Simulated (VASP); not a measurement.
# Sn (I4_1/amd) in VASP: notebook

Runs on Sn. Level: LDA. Tasks: relaxation of cell and atoms, single point.

Everything below comes from runs of VASP 6.6.1. Logs are shortened: lines on timing, memory, paths and dates and some standing lists are left out, and cuts for length are marked.

### 1 The cell of the first run

The structure is tetragonal, space group I4_1/amd (No. 141). Conventional cell: a = 5.072 Å, b = 5.072 Å, c = 2.789 Å, α = 90.00°, β = 90.00°, γ = 90.00°. Sn (site symmetry -4m2) has 10 Sn at 2.63 to 3.29 Å within 3.5 Å.

### 2 Relaxation of cell and atoms, LDA, target pressure 52 GPa, at which the enthalpy is minimised

INCAR

```
SYSTEM = Sn
PREC = Accurate
ENCUT = 600
EDIFF = 1E-6
ISMEAR = -1
SIGMA = 0.08
LREAL = .FALSE.
LASPH = .TRUE.
NELM = 80
ALGO = Normal
ISIF = 3
LWAVE = .FALSE.
LCHARG = .FALSE.
GGA = CA
IBRION = 2
NSW = 60
EDIFFG = -0.005
PSTRESS = 520.0
```

KPOINTS

```
regular mesh
0
G
  15 15 15
  0 0 0
```

POSCAR

```
Sn
1.0
   -2.5358079935      2.5358079935      1.3946943964
    2.5358079935     -2.5358079935      1.3946943964
    2.5358079935      2.5358079935     -1.3946943964
Sn
2
Direct
   -0.3750000000     -0.1250000000     -0.2500000000
    0.3750000000      0.1250000000      0.2500000000
```

Potentials or basis: VASP PAW LDA potentials, release 64 (Sn_d).

On the command line:

```bash
> cat potpaw_LDA.64/Sn_d/POTCAR > POTCAR
> mpirun -np 1 vasp_std > vasp.out
```

OUTCAR:

```text
SYSTEM = Sn
   PREC = Accurate
   ENCUT = 600
   EDIFF = 1E-6
   ISMEAR = -1
   LREAL = .FALSE.
   LASPH = .TRUE.
   NELM = 80
   ISIF = 3
   GGA = CA
   IBRION = 2
   NSW = 60
   EDIFFG = -0.005
   PSTRESS = 520.0

 ion  position               nearest neighbor table
   1  0.625  0.875  0.750-   2 2.63   2 2.63   2 2.63   2 2.63   2 3.29   2 3.29   2 3.29   2 3.29

   2  0.375  0.125  0.250-   1 2.63   1 2.63   1 2.63   1 2.63   1 3.29   1 3.29   1 3.29   1 3.29

  LATTYP: Found a body centered tetragonal cell.
 ALAT       =     5.0716159870
 C/A-ratio  =     0.5500000000

  Lattice vectors:

 A1 = (  -2.5358079935,   2.5358079935,   1.3946943964)
 A2 = (   2.5358079935,  -2.5358079935,   1.3946943964)
 A3 = (   2.5358079935,   2.5358079935,  -1.3946943964)

Analysis of symmetry for initial positions (statically):
=====================================================================
 Subroutine PRICEL returns:
 Original cell was already a primitive cell.

 Routine SETGRP: Setting up the symmetry group for a
 body centered tetragonal supercell.

 Subroutine GETGRP returns: Found 16 space group operations
 (whereof  4 operations were pure point group operations)
 out of a pool of 16 trial point group operations.

The static configuration has the point symmetry C_2h.
 The point group associated with its full space group is D_4h.

Analysis of symmetry for dynamics (positions and initial velocities):
=====================================================================
 Subroutine PRICEL returns:
 Original cell was already a primitive cell.

 Routine SETGRP: Setting up the symmetry group for a
 body centered tetragonal supercell.

 Subroutine GETGRP returns: Found 16 space group operations
 (whereof  4 operations were pure point group operations)
 out of a pool of 16 trial point group operations.

The dynamic configuration has the point symmetry C_2h.
 The point group associated with its full space group is D_4h.

 Subroutine INISYM returns: Found 16 space group operations
 (whereof  4 operations are pure point group operations),
 and found     1 'primitive' translations

----------------------------------------------------------------------------------------

                                     Primitive cell

  volume of cell :      35.8733

  direct lattice vectors                    reciprocal lattice vectors
    -2.535807994  2.535807994  1.394694396     0.000000000  0.197175812  0.358501476
     2.535807994 -2.535807994  1.394694396     0.197175812  0.000000000  0.358501476
     2.535807994  2.535807994 -1.394694396     0.197175812  0.197175812  0.000000000

  length of vectors
     3.847832743  3.847832743  3.847832743     0.409147418  0.409147418  0.278848707

  position of ions in fractional coordinates (direct lattice)
     0.625000000  0.875000000  0.750000000
     0.375000000  0.125000000  0.250000000

  ion indices of the primitive-cell ions
   primitive index   ion index
                 1           1
                 2           2

----------------------------------------------------------------------------------------

 KPOINTS: regular mesh

Automatic generation of k-mesh.
 Grid dimensions read from file:
 generate k-points for:   15   15   15

 Generating k-lattice:

  Cartesian coordinates                     Fractional coordinates (reciprocal lattice)
     0.000000000  0.013145054  0.023900098     0.066666667  0.000000000  0.000000000
     0.013145054  0.000000000  0.023900098     0.000000000  0.066666667  0.000000000
     0.013145054  0.013145054  0.000000000     0.000000000  0.000000000  0.066666667

  Length of vectors
     0.027276495  0.027276495  0.018589914

  Shift w.r.t. Gamma in fractional coordinates (k-lattice)
     0.000000000  0.000000000  0.000000000

 Subroutine IBZKPT returns following result:
 ===========================================

 Found    288 irreducible k-points:

 Following reciprocal coordinates:
            Coordinates               Weight
  0.000000  0.000000  0.000000      1.000000
  0.066667  0.000000 -0.000000      8.000000
  0.133333  0.000000  0.000000      8.000000
  0.200000 -0.000000  0.000000      8.000000
  0.266667  0.000000  0.000000      8.000000
  0.333333  0.000000  0.000000      8.000000
[... 16 lines left out ...]
  0.133333  0.133333  0.000000      8.000000
  0.200000  0.133333  0.000000     16.000000
 [... further k-points ...]
   k-points           NKPTS =    288   k-points in BZ     NKDIM =    288   number of bands    NBANDS=     18
   number of dos      NEDOS =    301   number of ions     NIONS =      2
   total plane-waves  NPLWV =  32768
   dimension x,y,z NGX =    32 NGY =   32 NGZ =   32
   dimension x,y,z NGXF=    64 NGYF=   64 NGZF=   64
   ions per type =               2
   NGX,Y,Z   is equivalent  to a cutoff of  13.83, 13.83, 13.83 a.u.
   NGXF,Y,Z  is equivalent  to a cutoff of  27.65, 27.65, 27.65 a.u.
 SYSTEM =  Sn
   PREC   = accura    normal or accurate (medium, high low for compatibility)
   ISTART =      0    job   : 0-new  1-cont  2-samecut
   ICHARG =      2    charge: 1-file 2-atom 10-const
   ISPIN  =      1    spin polarized calculation?
   LNONCOLLINEAR =      F non collinear calculations
   LSORBIT =      F    spin-orbit coupling
   LASPH  =      T    aspherical Exc in radial PAW
   ENCUT  =  600.0 eV  44.10 Ry    6.64 a.u.   7.69  7.69  7.69*2*pi/ulx,y,z
   NELM   =     80;   NELMIN=  2; NELMDL= -5     # of ELM steps
   EDIFF  = 0.1E-05   stopping-criterion for ELM
   LREAL  =      F    real-space projection
   EDIFFG = -.5E-02   stopping-criterion for IOM
   NSW    =     60    number of steps for IOM
   IBRION =      2    ionic relax: 0-MD 1-quasi-New 2-CG
   NFREE  =      1    steps in history (QN), initial steepest desc. (CG)
   ISIF   =      3    stress and relaxation
   ISYM   =      2    0-nonsym 1-usesym 2-fastsym
   POTIM  = 0.5000    time-step for ionic-motion
   TEBEG  =    0.0;   TEEND  =   0.0 temperature during run
   PSTRESS=  520.0 pullay stress
   NELECT =      28.0000    total number of electrons
   NUPDOWN=      -1.0000    fix difference up-down
   EMIN   =  10.00;   EMAX   =-10.00  energy-range for DOS
   EFERMI =   0.00;   METHOD = LEGACY
   ISMEAR =    -1;   SIGMA  =   0.08  broadening in eV -4-tet -1-fermi 0-gaus
   EFERMI_NEDOS =   21; number of points for ismear=-14 and -15
   IALGO  =     38    algorithm
   IMIX   =      4    mixing-type and parameters
     AMIX     =   0.40;   BMIX     =  1.00
     AMIX_MAG =   1.60;   BMIX_MAG =  1.00
  volume/ion in A,a.u.               =      17.94       121.04
  Fermi-wavevector in a.u.,A,eV,Ry     =   1.507313  2.848409 30.912354  2.271994
  Thomas-Fermi vector in A             =   2.617916
   LORBIT       =      0    0 simple, 1 ext, 2 COOP (PROOUT), +10 PAW based schemes
   GGA     = CA    functional components
   LHFCALC =     F    Hartree Fock is set to
   AEXX    =    0.0000 exact exchange contribution
   IVDW    =     0    specifies the selected vdW correction
   LEPSILON=     F    determine dielectric tensor
   LRPA    =     F    only Hartree local field effects (RPA)
 conjugate gradient relaxation of ions
 non-spin polarized calculation
  energy-cutoff  :      600.00
  volume of cell :       35.87
 maximum number of plane-waves:      1212
   NGX = 15   NGY = 15   NGZ = 15

--------------------------------------- Ionic step        1  -------------------------------------------

 number of electron      28.0000003 magnetization

 Free energy of the ion-electron system (eV)
  ---------------------------------------------------
  ext. energy  EPLUGINS =         0.00000000
  ---------------------------------------------------
  free energy    TOTEN  =        -6.94319756 eV

  energy without entropy =       -6.93017371  energy(sigma->0) =       -6.93668564

------------------------ aborting loop because EDIFF is reached ----------------------------------------

  FORCE on cell =-STRESS in cart. coord.  units (eV):
  Direction    XX          YY          ZZ          XY          YZ          ZX
  --------------------------------------------------------------------------------------
  -------------------------------------------------------------------------------------
  Total       13.1243129     13.1243129     12.1190852      0.0000000     -0.0000000      0.0000000
  in kB      586.1589215    586.1589215    541.2633724      0.0000000     -0.0000000      0.0000000
  external PRESSURE =      51.1937385 kB  Pullay stress =     520.0000000 kB
[... 175 lines left out ...]
  enthalpy is  TOTEN    =         4.6842965174 eV   P V=       11.8466157554

--------------------------------------- Ionic step        6  -------------------------------------------

 number of electron      28.0000010 magnetization

 Free energy of the ion-electron system (eV)
  ---------------------------------------------------
  ext. energy  EPLUGINS =         0.00000000
  ---------------------------------------------------
  free energy    TOTEN  =        -7.17147801 eV

  energy without entropy =       -7.15767227  energy(sigma->0) =       -7.16457514

 E-fermi :  13.8190     XC(G=0): -12.5547

 val. band max:       13.8108160841   @ k =  -0.0667   0.1333   0.0667
 cond. band min:      13.8214456687   @ k =  -0.3333  -0.4667   0.2000
 fundamental gap:      0.0106295846
 Fermi energy:        13.8189764423

 k-point     1 :       0.0000    0.0000    0.0000
  band No.  band energies     occupation
      1      -8.9678      2.00000
      2      -8.7112      2.00000
      3      -8.6867      2.00000
      4      -8.6114      2.00000
      5      -8.0696      2.00000
      6      -8.0696      2.00000
[... 10 lines left out ...]
     17      21.7867      0.00000
     18      23.8383      0.00000
[... 466 lines left out ...]
      2      -8.5142      2.00000
      3      -8.4834      2.00000
      4      -8.3325      2.00000
      5      -8.2859      2.00000
      6      -8.2263      2.00000
[... 10 lines left out ...]
     17      17.7506      0.00000
     18      18.2514      0.00000

 [... further k-points ...]

------------------------ aborting loop because EDIFF is reached ----------------------------------------

  FORCE on cell =-STRESS in cart. coord.  units (eV):
  Direction    XX          YY          ZZ          XY          YZ          ZX
  --------------------------------------------------------------------------------------
  -------------------------------------------------------------------------------------
  Total       11.8651626     11.8651626     11.8546796     -0.0000000      0.0000000     -0.0000000
  in kB      520.4241895    520.4241895    519.9643883     -0.0000000      0.0000000     -0.0000000
  external PRESSURE =       0.2709224 kB  Pullay stress =     520.0000000 kB
[... 17 lines left out ...]
  FREE ENERGIE OF THE ION-ELECTRON SYSTEM (eV)
  ---------------------------------------------------
  free  energy   TOTEN  =        -7.1714780103 eV

  energy  without entropy=       -7.1576722687  energy(sigma->0) =       -7.16457514

  enthalpy is  TOTEN    =         4.6840135273 eV   P V=       11.8554915376

 reached required accuracy - stopping structural energy minimisation
```

It took 6.5 min on 1 thread of Intel Xeon Platinum 8488C (Sapphire Rapids), shared host; peak memory 0.31 GiB.

What came out:

```yaml
Free_energy: -7.1715 eV
Relaxed_volume: 18.26 Å³/atom
Relaxed_cell: a = 3.884 Å, b = 3.884 Å, c = 3.884 Å, α = 97.33°, β = 97.33°, γ = 138.14°
Space_group_after_relaxing_to_0.05_Å: I4_1/amd (No. 141)
Energy_change_on_relaxing_the_enthalpy_is_what_falls: -114.1 meV/atom
Ionic_steps: 6
Pressure_after_relaxing: 52.0 GPa
Band_gap_on_the_k_mesh: zero (band 14 reaches 15.95 eV, above the bottom of band 15 at 9.26 eV)
```

Step by step:
```tsv
step	energy change (eV)	largest force (eV/Å)	pressure (GPa)	volume (Å³)
1	0.0000	0.0000	57.12	35.87
2	-0.8853	0.0000	36.66	38.92
3	-0.2575	0.0000	51.31	36.63
4	-0.2509	0.0000	51.44	36.61
5	-0.2191	0.0000	52.12	36.50
6	-0.2283	0.0000	52.03	36.53
```

Final structure:
```
CELL_PARAMETERS angstrom
-2.56536 2.56536 1.38761
2.56536 -2.56536 1.38761
2.56536 2.56536 -1.38761
ATOMIC_POSITIONS crystal
Sn 0.62500 0.87500 0.75000
Sn 0.37500 0.12500 0.25000
```

Caveat: the cell is relaxed towards a set pressure, so the enthalpy falls and the energy may rise; spin-orbit coupling is left out, which moves the levels of the heavy elements.

### 3 Relaxation of cell and atoms, LDA, target pressure 52 GPa, at which the enthalpy is minimised

This run uses another cell than the first one, of 18.23 Å³/atom, 1.016 times its volume.

INCAR

```
SYSTEM = Sn
PREC     = Accurate       ! precision mode
ENCUT    = 600            ! plane-wave cutoff, eV
EDIFF    = 1E-6           ! SCF threshold, eV
ISMEAR   = -1             ! smearing method
SIGMA    = 0.08           ! smearing width, eV
LREAL    = .FALSE.        ! projectors in reciprocal space
LASPH    = .TRUE.         ! aspherical terms in the spheres
NELM     = 80             ! most SCF steps
ALGO     = Normal         ! electronic algorithm
ISIF     = 3              ! what is computed and relaxed
LWAVE    = .FALSE.        ! write WAVECAR
LCHARG   = .FALSE.        ! write CHGCAR
IBRION   = 2              ! ionic algorithm
NSW      = 32             ! ionic steps
EDIFFG   = -0.005         ! ionic threshold
PSTRESS  = 520.0
```

KPOINTS

```
Automatic mesh
0
G
  15 15 15
  0 0 0
```

POSCAR

```
Sn
1.0
   -2.5638731641      2.5638731641      1.3865444003
    2.5638731641     -2.5638731641      1.3865444003
    2.5638731641      2.5638731641     -1.3865444003
Sn
2
Direct
   -0.3750000000     -0.1250000000     -0.2500000000
    0.3750000000      0.1250000000      0.2500000000
```

Potentials or basis: VASP PAW LDA potentials, release 64 (Sn_d).

On the command line:

```bash
> cat potpaw_LDA.64/Sn_d/POTCAR > POTCAR
> mpirun -np 1 vasp_std > vasp.out
```

It took 3.3 min on 1 thread of Intel Xeon Platinum 8375C at 2.90GHz (Ice Lake), shared host; peak memory 0.31 GiB.

It converged, with:

- Free energy: -7.1726 eV
- Relaxed volume: 18.27 Å³/atom
- Relaxed cell: a = 3.884 Å, b = 3.884 Å, c = 3.884 Å, α = 97.33°, β = 97.33°, γ = 138.14°
- Space group after relaxing (to 0.05 Å): I4_1/amd (No. 141)
- Energy change on relaxing (the enthalpy is what falls): -12.0 meV/atom
- Ionic steps: 3
- Pressure after relaxing: 52.0 GPa
- Band gap on the k mesh: zero (band 14 reaches 15.94 eV, above the bottom of band 15 at 9.26 eV)

The path:
```
step  energy change (eV)  largest force (eV/Å)  pressure (GPa)  volume (Å³)
   1              0.0000                0.0000           52.57        36.46
   2             -0.1105                0.0000           50.02        36.80
   3             -0.0241                0.0000           51.98        36.53
```

Final structure:
```cif
data_structure
_symmetry_space_group_name_H-M 'P 1'
_symmetry_Int_Tables_number 1
_cell_length_a 3.8845
_cell_length_b 3.8845
_cell_length_c 3.8845
_cell_angle_alpha 97.330
_cell_angle_beta 97.330
_cell_angle_gamma 138.143
_cell_volume 36.53
loop_
_atom_site_label
_atom_site_type_symbol
_atom_site_fract_x
_atom_site_fract_y
_atom_site_fract_z
_atom_site_occupancy
Sn1 Sn 0.62500 0.87500 0.75000 1
Sn2 Sn 0.37500 0.12500 0.25000 1
```

Levels at points of the mesh, in eV from the Fermi level:
| k point | band 10 | band 11 | band 12 | band 13 | band 14 | band 15 | band 16 | band 17 | band 18 |
| --- | --- | --- | --- | --- | --- | --- | --- | --- | --- |
| (0.00, 0.00, 0.00) | -21.34 | -14.90 | -3.41 | -3.41 | -2.50 | 2.31 | 7.97 | 7.97 | 10.02 |

Caveat: the cell is relaxed towards a set pressure, so the enthalpy falls and the energy may rise; spin-orbit coupling is left out, which moves the levels of the heavy elements.

### 4 Single point, LDA

This run uses another cell than the first one, of 18.23 Å³/atom, 1.016 times its volume.

INCAR

```
PREC     = Accurate       # precision mode
ENCUT    = 520            # plane-wave cutoff, eV
EDIFF    = 1E-6           # SCF threshold, eV
ISMEAR   = -1             # smearing method
SIGMA    = 0.08           # smearing width, eV
LREAL    = F              # projectors in reciprocal space
LASPH    = T              # aspherical terms in the spheres
NELM     = 80             # most SCF steps
ALGO     = Normal         # electronic algorithm
ISIF     = 2              # what is computed and relaxed
LWAVE    = F              # write WAVECAR
LCHARG   = F              # write CHGCAR
NBANDS   = 21             # bands
```

KPOINTS

```
regular mesh
0
Gamma
  15 15 15
```

POSCAR is that of step 3.

On the command line:

```bash
> cat potpaw_LDA.64/Sn_d/POTCAR > POTCAR
> mpirun -np 1 vasp_std > vasp.out
```

Wall time 3.2 min (1 thread of Intel Xeon 6975P-C, shared host); peak memory 0.28 GiB.

It converged, with:

| Item | Value |
| --- | --- |
| Free energy | -7.1483 eV |
| Pressure | 52.5 GPa |
| Band gap on the k mesh | zero (band 14 reaches 15.99 eV, above the bottom of band 15 at 9.29 eV) |

Levels at points of the mesh, in eV from the Fermi level:
```
           k point  band 12  band 13  band 14  band 15  band 16  band 17
(0.00, 0.00, 0.00)    -3.42    -3.42    -2.50     2.31     7.97     7.97
```

Caveat: spin-orbit coupling is left out, which moves the levels of the heavy elements.

(Part 1 of 2 ends here.)
